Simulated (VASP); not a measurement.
Write the native input for VASP 6.6.1 that does the following.

```yaml
Task: single point
Functional: PBE
Potentials_or_basis: VASP PAW PBE potentials, release 64 (La, Hf_pv, O)
Cutoff: 520 eV
k_mesh: 6 × 4 × 2
Occupations: gaussian, width 0.2 eV
Spin: no spin polarisation
Dipole_correction: no
Further_INCAR_settings: ALGO = Normal; EDIFF = 1e-06; NBANDS = 59
```

The structure of La2Hf2O lies in POSCAR:

```
La2Hf2O
1.0
    1.7450920605     -3.0225881128      0.0000000000
   -5.2352761817     -3.0225881127      0.0000000000
    0.0000000000      0.0000000000    -11.3846770804
La Hf O
4 4 2
Direct
    0.5000000000      0.8333333333      0.8644982868
    1.0000000000      0.3333333333      0.8644982868
    0.0000000000      0.6666666667      0.1355017132
    0.5000000000      0.1666666667      0.1355017132
    0.5000000000      0.8333333333      0.3997504648
    1.0000000000      0.3333333333      0.3997504648
    0.0000000000      0.6666666667      0.6002495352
    0.5000000000      0.1666666667      0.6002495352
    0.0000000000      1.0000000000      1.0000000000
    0.5000000000      0.5000000000      1.0000000000
```

These files were run (other wordings do the same):

INCAR

```
PREC = Accurate ; ENCUT = 520
EDIFF = 1E-6 ; ISMEAR = 0
SIGMA = 0.2 ; LREAL = F
LASPH = T ; NELM = 60
ALGO = Normal ; ISIF = 2
LWAVE = F ; LCHARG = T
GGA = PE ; LELF = T
LVHAR = T ; NBANDS = 59
```

KPOINTS

```
Automatic mesh
0
Gamma
  6 4 2
```

Potentials or basis: VASP PAW PBE potentials, release 64 (La, Hf_pv, O).

Launch:

```bash
$ cat potpaw_PBE.64/La/POTCAR potpaw_PBE.64/Hf_pv/POTCAR potpaw_PBE.64/O/POTCAR > POTCAR
$ mpirun -np 1 vasp_std > vasp.out
```

Results of the run:

```yaml
Pressure: -0.2 GPa
Largest_force: 0.051 eV/Å
Band_gap_on_the_k_mesh: zero (bands 48 and 49 overlap by 0.37 eV)
```

Caveat: spin-orbit coupling is left out, which moves the levels of the heavy elements.

It took 15 min on 1 thread of Intel(R) Xeon(R) 6975P-C (Granite Rapids), on a shared host, peak memory 0.52 GiB.
